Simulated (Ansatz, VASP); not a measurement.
# NaCl in VASP and in Ansatz

The input POSCAR:

```
NaCl
1.0
    3.4306966741      0.0000000000      0.0000000000
    0.0000000000      3.4306966741      0.0000000000
    0.0000000000      0.0000000000      3.4306966741
Cl Na
1 1
Direct
    0.5000000000      0.5000000000      0.5000000000
    0.0000000000      0.0000000000      0.0000000000
```

File INCAR.step1:

```
  PREC = Accurate
  ENCUT = 520
  ISMEAR = -1
  SIGMA = 0.05
  LREAL = False
  LASPH = True
  NELM = 80
  NBANDS = 14
  GGA = PE
  ALGO = Normal
  EDIFF = 1E-4
  LWAVE = True
  LCHARG = False
```

The input INCAR.step2:

```
  PREC = Accurate
  ENCUT = 520
  EDIFF = 1E-6
  ISMEAR = -1
  SIGMA = 0.05
  LREAL = False
  LASPH = True
  NELM = 80
  ALGO = Normal
  ISIF = 2
  LWAVE = False
  LCHARG = False
  METAGGA = R2SCAN
  LMIXTAU = True
  NBANDS = 14
  ISTART = 1
```

File KPOINTS:

```
Automatic mesh
0
Gamma
  8 8 8
```

File input.yaml:

```yaml
crystal:
  lattice:
    - [3.4306966741, 0.0, 0.0]
    - [0.0, 3.4306966741, 0.0]
    - [0.0, 0.0, 3.4306966741]
  atoms:
    - { symbol: Cl, position: [0.5, 0.5, 0.5] }
    - { symbol: Na, position: [0.0, 0.0, 0.0] }
hamiltonian:
  xc: r2scan
  pseudopotentials: { kind: paw }
kpoints:
  mp_grid: { grid: [8, 8, 8] }
scf:
  occupations: { method: fermi_dirac, width: 0.05 }
output:
  forces: true
  stress: true
  eigenvalues: true
```

Alike in both runs: task single point; functional r2SCAN; k mesh 8 × 8 × 8; occupations fermi-dirac, width 0.05 eV; no spin polarisation.

```csv
,VASP,Ansatz
version,VASP 6.6.1,Ansatz 0.2.0
potentials or method,"VASP PAW PBE potentials, release 64 (Cl, Na_pv)",Ansatz PAW
plane-wave cutoff (eV),520,500
valence electrons in the cell,14,16
```

VASP gave:

| Quantity | Value |
| --- | --- |
| gap on the k mesh at the Fermi level (eV) | 5.05 |
| least direct gap on the mesh (eV) | 5.61 |
| pressure (GPa) | 0.6 |

Which values does Ansatz return?

gap on the k mesh at the Fermi level (eV): 5.01; least direct gap on the mesh (eV): 5.57; pressure (GPa): 0.8.

VASP's potentials were made for PBE, not for r2SCAN. VASP's potentials hold 14 valence electrons a cell and Ansatz's 16, so a difference there can come from the potentials and not from the codes.
